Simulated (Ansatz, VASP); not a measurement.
**Two plane-wave programs on C**

```
CELL_PARAMETERS angstrom
1.65024 0.00000 -0.00052
0.00000 2.46443 0.00000
-0.39184 0.00000 5.43206
ATOMIC_POSITIONS crystal
C 0.51917 0.25000 0.08039
C 0.48083 0.75000 0.91961
```

Alike in both runs: functional PBE; k mesh 22 × 14 × 8; occupations gaussian, width 0.02 eV; no spin polarisation.

Ansatz relaxed the structure, and its values are those at the end. VASP's run is a single point on that final structure, the one shown.

```csv
,VASP,Ansatz
version,VASP 6.6.1,Ansatz 0.2.0
potentials or method,"VASP PAW PBE potentials, release 64 (C), cutoff 520 eV","scalar-relativistic, plane waves, PAW"
valence electrons in the cell,8,8
```

```csv
,VASP,Ansatz,Ansatz less VASP
gap on the k mesh at the Fermi level (eV),0.32,0.32,-0.004
least direct gap on the mesh (eV),0.32,0.32,-0.004
pressure (GPa),0.4,0.0,-0.42
rms of the force components (eV/Å),0.032,0.000,-0.0317
```
